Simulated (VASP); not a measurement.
Write the native input for VASP 6.6.1 that does the following.

```yaml
Task: relaxation of cell and atoms
Functional: r2SCAN
Potentials_or_basis: VASP PAW PBE potentials, release 64 (K_sv, Cl)
Cutoff: 600 eV
k_mesh: 6 × 6 × 6
Occupations: gaussian, width 0.01 eV
Spin: no spin polarisation
Target_pressure: 10 GPa
Dipole_correction: no
Further_INCAR_settings: ALGO = Normal; EDIFF = 1e-07; IBRION = 2; EDIFFG = -0.002; NSW = 100; ISIF = 3
```

The system is KCl.

```
K Cl
1.0
     3.14647    3.14647    0.00000
    -3.14647    3.14647    0.00000
     0.00000    3.14647    3.14647
K Cl
1 1
Direct
  0.00000 0.00000 0.00000
  0.50000 0.50000 0.00000
```

One way to write it, as run:

POSCAR

```
KCl
1.0
    3.1464700000      3.1464700000      0.0000000000
   -3.1464700000      3.1464700000      0.0000000000
    0.0000000000      3.1464700000      3.1464700000
K Cl
1 1
Direct
    0.0000000000      0.0000000000      0.0000000000
    0.5000000000      0.5000000000      0.0000000000
```

INCAR.step1

```
PREC = Accurate
ENCUT = 600
ISMEAR = 0
SIGMA = 0.01
LREAL = F
LASPH = T
NELM = 80
GGA = PE
ALGO = Normal
EDIFF = 1E-4
LWAVE = T
LCHARG = F
```

INCAR.step2

```
PREC = Accurate
ENCUT = 600
EDIFF = 1E-7
ISMEAR = 0
SIGMA = 0.01
LREAL = F
LASPH = T
NELM = 80
ALGO = Normal
ISIF = 3
LWAVE = F
LCHARG = F
METAGGA = R2SCAN
LMIXTAU = T
IBRION = 2
NSW = 100
EDIFFG = -0.002
PSTRESS = 100.0
ISTART = 1
```

KPOINTS

```
Automatic mesh
0
Gamma
  6 6 6
```

Potentials or basis: VASP PAW PBE potentials, release 64 (K_sv, Cl).

Launch:

```sh
$ cat potpaw_PBE.64/K_sv/POTCAR potpaw_PBE.64/Cl/POTCAR > POTCAR
$ cp INCAR.step1 INCAR
$ mpirun -np 1 vasp_std > vasp.out
$ cp INCAR.step2 INCAR
$ mpirun -np 1 vasp_std > vasp.out
```

Results of the run:

```json
{
  "Relaxed volume": "23.86 Å³/atom",
  "Relaxed cell": "a = 4.071 Å, b = 4.071 Å, c = 4.071 Å, α = 60.00°, β = 60.00°, γ = 90.00°",
  "Space group after relaxing (to 0.1 Å)": "Fm-3m (No. 225)",
  "Energy change on relaxing (the run minimises the enthalpy)": "+175.6 meV/atom",
  "Ionic steps": "16",
  "Pressure after relaxing": "10.0 GPa",
  "Band gap on the k mesh": "6.61 eV (least direct gap 6.87 eV)"
}
```

Caveat: the cell is relaxed towards a set pressure, so the run minimises the enthalpy, not the energy; the volume moved by over 15 % at a fixed basis, so the end points are rough; the PAW data sets were made with another functional, which shifts forces and pressure a little.

Wall time 14 min on 1 thread of AMD EPYC 7R43 64-Core Processor (Zen 3), with other jobs on the host, peak memory 0.2 GiB.
